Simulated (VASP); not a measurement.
A run of VASP 6.6.1 is set up as follows.

INCAR

```
ALGO = Fast
EDIFF = 1E-7
ENCUT = 520
GGA = PS
ISIF = 2
ISMEAR = 0
ISPIN = 2
LASPH = T
LCHARG = F
LMAXMIX = 4
LORBIT = 11
LREAL = F
LWAVE = F
MAGMOM = 0.5
NBANDS = 15
NELM = 150
PREC = Accurate
SIGMA = 0.15
```

KPOINTS

```
k-points
0
Gamma
  24 24 24
```

POSCAR

```
Ni
1.0
   -1.3837154700      1.3837154700      1.3698783153
    1.3837154700     -1.3837154700      1.3698783153
    1.3837154700      1.3837154700     -1.3698783153
Ni
1
Direct
    0.0000000000      0.0000000000      0.0000000000
```

Potentials or basis: VASP PAW PBE potentials, release 64 (Ni).

Command:

```console
$ cat potpaw_PBE.64/Ni/POTCAR > POTCAR
$ mpirun -np 1 vasp_std > vasp.out
```

(1) Estimate the site moments.

(2) What does it give for the net moment?

(3) Estimate the pressure.

Results:

(1) Ni +0.52 μB.

(2) 0.51 μB per cell.

(3) -0.7 GPa.

Caveat: the cell differs from its parent crystal (strain -0.0100 x Voigt [0, 0, 1, 0, 0, 0]); the PAW data sets were made with another functional, which shifts forces and pressure a little.
